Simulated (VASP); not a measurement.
Set up this calculation in VASP 6.6.1, as the native input.

```yaml
Task: single point
Functional: PBE
Dispersion: D3(BJ)
Potentials_or_basis: VASP PAW PBE potentials, release 64 (Al, O)
Cutoff: 520 eV
k_mesh: 12 × 12 × 4
Occupations: gaussian, width 0.05 eV
Spin: no spin polarisation
Dipole_correction: no
Further_INCAR_settings: ALGO = Normal; EDIFF = 1e-06; NBANDS = 20
```

The structure of Al2O3 lies in POSCAR:

```
Al2O3
1.0
    2.8843249483      0.0000000000      0.0000000000
   -1.4421624742      2.4978986780      0.0000000000
    0.0000000000      0.0000000000      9.6168570938
Al O
2 3
Direct
    0.0000000000      0.0000000000      0.1499923300
    0.0000000000      0.0000000000      0.8500076700
    0.3333333333      0.6666666667      0.2223169200
    0.6666666667      0.3333333333      0.0000000000
    0.3333333333      0.6666666667      0.7776830800
```

This cell differs from its parent crystal: strain +0.000 along x and y, +0.030 along z.

These files were run (other wordings do the same):

INCAR

```
SYSTEM = Al2O3
  ALGO = Normal
  EDIFF = 1E-6
  ENCUT = 520
  GGA = PE
  ISIF = 2
  ISMEAR = 0
  IVDW = 12
  LASPH = .True.
  LCHARG = .False.
  LREAL = .False.
  LWAVE = .False.
  NBANDS = 20
  NELM = 60
  PREC = Accurate
  SIGMA = 0.05
```

KPOINTS

```
k-points
0
Gamma
  12 12 4
  0 0 0
```

Potentials or basis: VASP PAW PBE potentials, release 64 (Al, O).

The run is started by

```sh
$ cat potpaw_PBE.64/Al/POTCAR potpaw_PBE.64/O/POTCAR > POTCAR
$ mpirun -np 1 vasp_std > vasp.out
```

It gave:

```
Pressure                   : -4.3 GPa
Largest force              : 0.409 eV/Å
Band gap on the k mesh     : 4.77 eV (least direct gap 5.00 eV)
Dispersion energy per atom : -0.163 eV
```

Caveat: the cell differs from its parent crystal (strain +0.000 along x and y, +0.030 along z); the cell stands under tension.

Wall time 120 s on 1 thread of Intel Xeon 8259CL, with other jobs on the host, peak memory 0.23 GiB.
